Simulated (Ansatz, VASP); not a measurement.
# MgO: VASP beside Ansatz

```
Mg O
1.0
     3.41566    0.00000    0.00000
    -1.70783    2.95805    0.00000
     0.00000    0.00000    4.91821
Mg O
2 2
Direct
  0.66667 0.33333 0.75000
  0.33333 0.66667 0.25000
  0.66667 0.33333 0.25000
  0.33333 0.66667 0.75000
```

Alike in both runs: task single point; functional PBEsol; k mesh 9 × 9 × 6; occupations gaussian, width 0.05 eV; no spin polarisation.

|  | VASP | Ansatz |
| --- | --- | --- |
| version | VASP 6.6.1 | Ansatz 0.2.0 |
| potentials or method | VASP PAW PBE potentials, release 64 (Mg, O), cutoff 520 eV | scalar-relativistic, plane waves, PAW |
| valence electrons in the cell | 16 | 32 |

```tsv
	VASP	Ansatz	Ansatz less VASP
gap on the k mesh at the Fermi level (eV)	2.54	2.55	+0.010
least direct gap on the mesh (eV)	2.54	2.55	+0.010
pressure (GPa)	-7.0	-6.6	+0.34
traceless stress, the component that is largest in VASP (GPa)	-8.07	-8.07	+0.002
```

VASP's potentials were made for PBE, not for PBEsol, and Ansatz warns of the same on its side. The functional is the same, so the differences come from potentials, cutoffs and numerics. VASP's potentials hold 16 valence electrons a cell and Ansatz's 32, so a difference there can come from the potentials and not from the codes.
